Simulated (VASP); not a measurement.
Set up this calculation in VASP 6.6.1, as the native input.

- Task: single point
- Functional: PBE
- Potentials or basis: VASP PAW PBE potentials, release 64 (Rb_sv, Br)
- Cutoff: 520 eV
- k mesh: 8 × 8 × 8
- Occupations: gaussian, width 0.05 eV
- Spin: no spin polarisation
- Dipole correction: no
- Further INCAR settings: ALGO = Normal; EDIFF = 1e-07; NBANDS = 15

The structure of RbBr lies in POSCAR:

```
RbBr
1.0
    0.0000000000      3.5083429181      3.5083429181
    3.5785097765      0.0000000000      3.5083429181
    3.5785097765      3.5083429181      0.0000000000
Rb Br
1 1
Direct
    0.5000000000      0.5000000000      0.5000000000
    0.0000000000      0.0000000000      0.0000000000
```

These files were run (other wordings do the same):

INCAR

```
PREC = Accurate ; ENCUT = 520
EDIFF = 1E-7 ; ISMEAR = 0
SIGMA = 0.05 ; LREAL = False
LASPH = True ; NELM = 100
ALGO = Normal ; ISIF = 2
LWAVE = False ; LCHARG = False
GGA = PE ; NBANDS = 15
```

KPOINTS

```
Automatic mesh
0
Gamma
  8 8 8
```

Potentials or basis: VASP PAW PBE potentials, release 64 (Rb_sv, Br).

The run is started by

```bash
$ cat potpaw_PBE.64/Rb_sv/POTCAR potpaw_PBE.64/Br/POTCAR > POTCAR
$ mpirun -np 1 vasp_std > vasp.out
```

Results of the run:

* Pressure: -0.2 GPa
* Band gap on the k mesh: 4.14 eV, direct

It took 81 s on 1 thread of Intel(R) Xeon(R) Platinum 8488C (Sapphire Rapids), on a shared host, peak memory 0.27 GiB.
